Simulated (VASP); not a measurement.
Input of a VASP 6.6.1 run:

Contents of POSCAR:

```
Fe
1.0
   -1.4390000000      1.4390000000      1.4390000000
    1.4390000000     -1.4390000000      1.4390000000
    1.4390000000      1.4390000000     -1.4390000000
Fe
1
Direct
    0.0000000000      0.0000000000      0.0000000000
```

Contents of INCAR.step1:

```
SYSTEM = Fe
  ALGO = Normal
  EDIFF = 1E-4
  ENCUT = 520
  GGA = PE
  ISMEAR = 0
  ISPIN = 2
  LASPH = .True.
  LCHARG = .False.
  LMAXMIX = 4
  LREAL = .False.
  LWAVE = .True.
  MAGMOM = 1.2
  NBANDS = 14
  NELM = 150
  NUPDOWN = 1.2
  PREC = Accurate
  SIGMA = 0.1
```

The input INCAR.step2:

```
SYSTEM = Fe
  ALGO = Normal
  EDIFF = 1E-6
  ENCUT = 520
  ISIF = 2
  ISMEAR = 0
  ISPIN = 2
  ISTART = 1
  LASPH = .True.
  LCHARG = .False.
  LMAXMIX = 4
  LMIXTAU = .True.
  LORBIT = 11
  LREAL = .False.
  LWAVE = .False.
  MAGMOM = 1.2
  METAGGA = R2SCAN
  NBANDS = 14
  NELM = 150
  NUPDOWN = 1.2
  PREC = Accurate
  SIGMA = 0.1
```

The input KPOINTS:

```
k-points
0
Gamma
  13 13 13
  0 0 0
```

Potentials or basis: VASP PAW PBE potentials, release 64 (Fe).

Command:

```sh
$ cat potpaw_PBE.64/Fe/POTCAR > POTCAR
$ cp INCAR.step1 INCAR
$ mpirun -np 1 vasp_std > vasp.out
$ cp INCAR.step2 INCAR
$ mpirun -np 1 vasp_std > vasp.out
```

(1) What does it give for the pressure?

Answers

(1) -23.2 GPa.

Caveat: the PAW data sets were made with another functional, which shifts forces and pressure a little; the total moment is fixed, so each spin has its own Fermi level.
